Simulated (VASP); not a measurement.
# O (Pm-3m) in VASP: single point with PBEsol

Aim: the single point of O with PBEsol.

All numbers are computed with VASP 6.6.1; they aren't measurements. Logs are shortened: lines on timing, memory, paths and dates and some standing lists are left out, and cuts for length are marked.

### 1 The cell of the first run

It takes space group Pm-3m (No. 221, cubic). Conventional cell: a = 3.946 Å, b = 3.946 Å, c = 3.946 Å, α = 90.00°, β = 90.00°, γ = 90.00°. O (site symmetry 4/mmm) has 8 O at 2.79 Å within 3.7 Å.

### 2 Single point, PBEsol

INCAR

```
SYSTEM = O
PREC     = Accurate       ! precision mode
ENCUT    = 520            ! plane-wave cutoff, eV
EDIFF    = 1E-7           ! SCF threshold, eV
ISMEAR   = 0              ! smearing method
SIGMA    = 0.15           ! smearing width, eV
LREAL    = .FALSE.        ! projectors in reciprocal space
LASPH    = .TRUE.         ! aspherical terms in the spheres
NELM     = 80             ! most SCF steps
ALGO     = Normal         ! electronic algorithm
ISIF     = 2              ! what is computed and relaxed
LWAVE    = .FALSE.        ! write WAVECAR
LCHARG   = .FALSE.        ! write CHGCAR
GGA      = PS             ! functional
NBANDS   = 16             ! bands
```

KPOINTS

```
Automatic mesh
0
G
  6 6 6
  0 0 0
```

POSCAR

```
O
1.0
    3.9457890000      0.0000000000      0.0000000000
    0.0000000000      3.9457890000      0.0000000000
    0.0000000000      0.0000000000      3.9457890000
O
3
Direct
    0.5000000000      0.5000000000      0.0000000000
    0.5000000000      0.0000000000      0.5000000000
    0.0000000000      0.5000000000      0.5000000000
```

Potentials or basis: VASP PAW PBE potentials, release 64 (O).

Run with:

```bash
$ cat potpaw_PBE.64/O/POTCAR > POTCAR
$ mpirun -np 1 vasp_std > vasp.out
```

OUTCAR:

```text
SYSTEM = O
   PREC = Accurate
   ENCUT = 520
   EDIFF = 1E-7
   ISMEAR = 0
   LREAL = .FALSE.
   LASPH = .TRUE.
   NELM = 80
   ISIF = 2
   GGA = PS

 ion  position               nearest neighbor table
   1  0.500  0.500  0.000-
   2  0.500  0.000  0.500-
   3  0.000  0.500  0.500-

  LATTYP: Found a simple cubic cell.
 ALAT       =     3.9457890000

  Lattice vectors:

 A1 = (   3.9457890000,   0.0000000000,   0.0000000000)
 A2 = (   0.0000000000,   3.9457890000,   0.0000000000)
 A3 = (   0.0000000000,   0.0000000000,   3.9457890000)

Analysis of symmetry for initial positions (statically):
=====================================================================
 Subroutine PRICEL returns:
 Original cell was already a primitive cell.

 Routine SETGRP: Setting up the symmetry group for a
 simple cubic supercell.

 Subroutine GETGRP returns: Found 48 space group operations
 (whereof 48 operations were pure point group operations)
 out of a pool of 48 trial point group operations.

The static configuration has the point symmetry O_h .

Analysis of symmetry for dynamics (positions and initial velocities):
=====================================================================
 Subroutine PRICEL returns:
 Original cell was already a primitive cell.

 Routine SETGRP: Setting up the symmetry group for a
 simple cubic supercell.

 Subroutine GETGRP returns: Found 48 space group operations
 (whereof 48 operations were pure point group operations)
 out of a pool of 48 trial point group operations.

The dynamic configuration has the point symmetry O_h .

 Subroutine INISYM returns: Found 48 space group operations
 (whereof 48 operations are pure point group operations),
 and found     1 'primitive' translations

----------------------------------------------------------------------------------------

                                     Primitive cell

  volume of cell :      61.4330

  direct lattice vectors                    reciprocal lattice vectors
     3.945789000  0.000000000  0.000000000     0.253434738  0.000000000  0.000000000
     0.000000000  3.945789000  0.000000000     0.000000000  0.253434738  0.000000000
     0.000000000  0.000000000  3.945789000     0.000000000  0.000000000  0.253434738

  length of vectors
     3.945789000  3.945789000  3.945789000     0.253434738  0.253434738  0.253434738

  position of ions in fractional coordinates (direct lattice)
     0.500000000  0.500000000  0.000000000
     0.500000000  0.000000000  0.500000000
     0.000000000  0.500000000  0.500000000

  ion indices of the primitive-cell ions
   primitive index   ion index
                 1           1
                 2           2
                 3           3

----------------------------------------------------------------------------------------

 KPOINTS: Automatic mesh

Automatic generation of k-mesh.
 Grid dimensions read from file:
 generate k-points for:    6    6    6

 Generating k-lattice:

  Cartesian coordinates                     Fractional coordinates (reciprocal lattice)
     0.042239123  0.000000000  0.000000000     0.166666667  0.000000000  0.000000000
     0.000000000  0.042239123  0.000000000     0.000000000  0.166666667  0.000000000
     0.000000000  0.000000000  0.042239123     0.000000000  0.000000000  0.166666667

  Length of vectors
     0.042239123  0.042239123  0.042239123

  Shift w.r.t. Gamma in fractional coordinates (k-lattice)
     0.000000000  0.000000000  0.000000000

 Subroutine IBZKPT returns following result:
 ===========================================

 Found     20 irreducible k-points:

 Following reciprocal coordinates:
            Coordinates               Weight
  0.000000  0.000000  0.000000      1.000000
  0.166667  0.000000  0.000000      6.000000
  0.333333  0.000000  0.000000      6.000000
  0.500000  0.000000  0.000000      3.000000
  0.166667  0.166667  0.000000     12.000000
  0.333333  0.166667  0.000000     24.000000
[... 12 lines left out ...]
  0.500000  0.500000  0.333333      6.000000
  0.500000  0.500000  0.500000      1.000000
   k-points           NKPTS =     20   k-points in BZ     NKDIM =     20   number of bands    NBANDS=     16
   number of dos      NEDOS =    301   number of ions     NIONS =      3
   total plane-waves  NPLWV =  27000
   dimension x,y,z NGX =    30 NGY =   30 NGZ =   30
   dimension x,y,z NGXF=    60 NGYF=   60 NGZF=   60
   ions per type =               3
   NGX,Y,Z   is equivalent  to a cutoff of  12.64, 12.64, 12.64 a.u.
   NGXF,Y,Z  is equivalent  to a cutoff of  25.28, 25.28, 25.28 a.u.
 SYSTEM =  O
   PREC   = accura    normal or accurate (medium, high low for compatibility)
   ISTART =      0    job   : 0-new  1-cont  2-samecut
   ICHARG =      2    charge: 1-file 2-atom 10-const
   ISPIN  =      1    spin polarized calculation?
   LNONCOLLINEAR =      F non collinear calculations
   LSORBIT =      F    spin-orbit coupling
   LASPH  =      T    aspherical Exc in radial PAW
   ENCUT  =  520.0 eV  38.22 Ry    6.18 a.u.   7.34  7.34  7.34*2*pi/ulx,y,z
   NELM   =     80;   NELMIN=  2; NELMDL= -5     # of ELM steps
   EDIFF  = 0.1E-06   stopping-criterion for ELM
   LREAL  =      F    real-space projection
   EDIFFG = 0.1E-05   stopping-criterion for IOM
   NSW    =      0    number of steps for IOM
   IBRION =     -1    ionic relax: 0-MD 1-quasi-New 2-CG
   NFREE  =      0    steps in history (QN), initial steepest desc. (CG)
   ISIF   =      2    stress and relaxation
   ISYM   =      2    0-nonsym 1-usesym 2-fastsym
   POTIM  = 0.5000    time-step for ionic-motion
   TEBEG  =    0.0;   TEEND  =   0.0 temperature during run
   PSTRESS=    0.0 pullay stress
   NELECT =      18.0000    total number of electrons
   NUPDOWN=      -1.0000    fix difference up-down
   EMIN   =  10.00;   EMAX   =-10.00  energy-range for DOS
   EFERMI =   0.00;   METHOD = LEGACY
   ISMEAR =     0;   SIGMA  =   0.15  broadening in eV -4-tet -1-fermi 0-gaus
   EFERMI_NEDOS =   21; number of points for ismear=-14 and -15
   IALGO  =     38    algorithm
   IMIX   =      4    mixing-type and parameters
     AMIX     =   0.40;   BMIX     =  1.00
     AMIX_MAG =   1.60;   BMIX_MAG =  1.00
  volume/ion in A,a.u.               =      20.48       138.19
  Fermi-wavevector in a.u.,A,eV,Ry     =   1.087339  2.054774 16.086264  1.182307
  Thomas-Fermi vector in A             =   2.223497
   LORBIT       =      0    0 simple, 1 ext, 2 COOP (PROOUT), +10 PAW based schemes
   GGA     = PS    functional components
   LHFCALC =     F    Hartree Fock is set to
   AEXX    =    0.0000 exact exchange contribution
   IVDW    =     0    specifies the selected vdW correction
   LEPSILON=     F    determine dielectric tensor
   LRPA    =     F    only Hartree local field effects (RPA)
 non-spin polarized calculation
 Gauss-broadening in eV      SIGMA  =   0.15
  energy-cutoff  :      520.00
  volume of cell :       61.43
 maximum number of plane-waves:      1675
 NGX is ok and might be reduce to    30
   NGX = 15   NGY = 15   NGZ = 15

 number of electron      17.9999994 magnetization

 Free energy of the ion-electron system (eV)
  ---------------------------------------------------
  ext. energy  EPLUGINS =         0.00000000
  ---------------------------------------------------
  free energy    TOTEN  =        -4.52173408 eV

  energy without entropy =       -4.43233952  energy(sigma->0) =       -4.47703680

 E-fermi :  -5.3013     XC(G=0):  -7.3849

 val. band max:       -5.3123334093   @ k =   0.3333   0.3333   0.0000
 cond. band min:      -5.2813117462   @ k =   0.5000   0.3333   0.1667
 fundamental gap:      0.0310216631
 Fermi energy:        -5.3012839460

 k-point     1 :       0.0000    0.0000    0.0000
  band No.  band energies     occupation
      1     -21.4594      2.00000
      2     -20.3514      2.00000
      3     -20.3514      2.00000
      4      -6.9174      2.00000
      5      -6.9174      2.00000
      6      -6.9174      2.00000
[... 8 lines left out ...]
     15      11.1539      0.00000
     16      11.1539      0.00000

 k-point     2 :       0.1667    0.0000    0.0000
  band No.  band energies     occupation
      1     -21.3969      2.00000
      2     -20.4205      2.00000
      3     -20.3483      2.00000
      4      -6.8387      2.00000
      5      -6.8387      2.00000
      6      -6.8332      2.00000
[... 8 lines left out ...]
     15      10.3968      0.00000
     16      11.4704      0.00000

 k-point     3 :       0.3333    0.0000    0.0000
  band No.  band energies     occupation
      1     -21.2338      2.00000
      2     -20.5965      2.00000
      3     -20.3415      2.00000
      4      -6.6429      2.00000
      5      -6.6429      2.00000
      6      -6.5748      2.00000
[... 8 lines left out ...]
     15      10.3004      0.00000
     16      12.1935      0.00000

 k-point     4 :       0.5000    0.0000    0.0000
  band No.  band energies     occupation
      1     -21.1005      2.00000
      2     -20.7358      2.00000
      3     -20.3380      2.00000
      4      -6.5066      2.00000
      5      -6.5066      2.00000
      6      -6.2286      2.00000
[... 8 lines left out ...]
     15      10.6228      0.00000
     16      12.5962      0.00000

 k-point     5 :       0.1667    0.1667    0.0000
  band No.  band energies     occupation
      1     -21.3370      2.00000
      2     -20.4457      2.00000
      3     -20.3831      2.00000
      4      -6.9451      2.00000
      5      -6.7594      2.00000
      6      -6.5905      2.00000
[... 8 lines left out ...]
     15      10.2226      0.00000
     16      11.0529      0.00000

 k-point     6 :       0.3333    0.1667    0.0000
  band No.  band energies     occupation
      1     -21.1799      2.00000
      2     -20.5963      2.00000
      3     -20.3904      2.00000
      4      -6.8680      2.00000
      5      -6.5604      2.00000
      6      -6.3175      2.00000
[... 8 lines left out ...]
     15      10.2193      0.00000
     16      11.2373      0.00000
[... 191 lines left out ...]
 k-point    17 :       0.3333    0.3333    0.3333
  band No.  band energies     occupation
      1     -20.8963      2.00000
      2     -20.6104      2.00000
      3     -20.6104      2.00000
      4      -7.4870      2.00000
      5      -6.6203      2.00000
      6      -6.5704      2.00000
[... 8 lines left out ...]
     15      10.1885      0.00000
     16      10.1885      0.00000

 k-point    18 :       0.5000    0.3333    0.3333
  band No.  band energies     occupation
      1     -20.7977      2.00000
      2     -20.7010      2.00000
      3     -20.6053      2.00000
      4      -7.5877      2.00000
      5      -6.7774      2.00000
      6      -6.6852      2.00000
[... 8 lines left out ...]
     15      10.0133      0.00000
     16      10.7507      0.00000

 k-point    19 :       0.5000    0.5000    0.3333
  band No.  band energies     occupation
      1     -20.6972      2.00000
      2     -20.6952      2.00000
      3     -20.6952      2.00000
      4      -7.7273      2.00000
      5      -6.8759      2.00000
      6      -6.7153      2.00000
[... 8 lines left out ...]
     15       9.8656      0.00000
     16      10.9111      0.00000

 k-point    20 :       0.5000    0.5000    0.5000
  band No.  band energies     occupation
      1     -20.6895      2.00000
      2     -20.6895      2.00000
      3     -20.6895      2.00000
      4      -7.8903      2.00000
      5      -6.8591      2.00000
      6      -6.8591      2.00000
[... 8 lines left out ...]
     15      10.6064      0.00000
     16      10.6064      0.00000

------------------------ aborting loop because EDIFF is reached ----------------------------------------

  FORCE on cell =-STRESS in cart. coord.  units (eV):
  Direction    XX          YY          ZZ          XY          YZ          ZX
  --------------------------------------------------------------------------------------
  -------------------------------------------------------------------------------------
  Total       -6.0504530     -6.0504530     -6.0504530      0.0000000      0.0000000     -0.0000000
  in kB     -157.7963317   -157.7963317   -157.7963317      0.0000000      0.0000000     -0.0000000
  external PRESSURE =    -157.7963317 kB  Pullay stress =       0.0000000 kB

 VOLUME and BASIS-vectors are now :
 -----------------------------------------------------------------------------
  energy-cutoff  :      520.00
  volume of cell :       61.43
      direct lattice vectors                 reciprocal lattice vectors
     3.945789000  0.000000000  0.000000000     0.253434738  0.000000000  0.000000000
     0.000000000  3.945789000  0.000000000     0.000000000  0.253434738  0.000000000
     0.000000000  0.000000000  3.945789000     0.000000000  0.000000000  0.253434738

 POSITION                                       TOTAL-FORCE (eV/Angst)
 -----------------------------------------------------------------------------------
      1.97289      1.97289      0.00000         0.000000      0.000000      0.000000
      1.97289      0.00000      1.97289         0.000000      0.000000      0.000000
      0.00000      1.97289      1.97289         0.000000      0.000000      0.000000
 -----------------------------------------------------------------------------------
    total drift:                                0.000000      0.000000     -0.000000

  FREE ENERGIE OF THE ION-ELECTRON SYSTEM (eV)
  ---------------------------------------------------
  free  energy   TOTEN  =        -4.5217340805 eV

  energy  without entropy=       -4.4323395194  energy(sigma->0) =       -4.47703680
```

Run time: 22 s. Hardware: 1 thread of Intel Xeon 8259CL, shared host; peak memory 0.16 GiB.

Results:

| Item | Value |
| --- | --- |
| Free energy | -4.5217 eV |
| Pressure | -15.8 GPa |
| Band gap on the k mesh | zero (bands 9 and 10 overlap by 0.77 eV) |

Caveat: the cell stands under tension; the PAW data sets were made with another functional, which shifts forces and pressure a little.
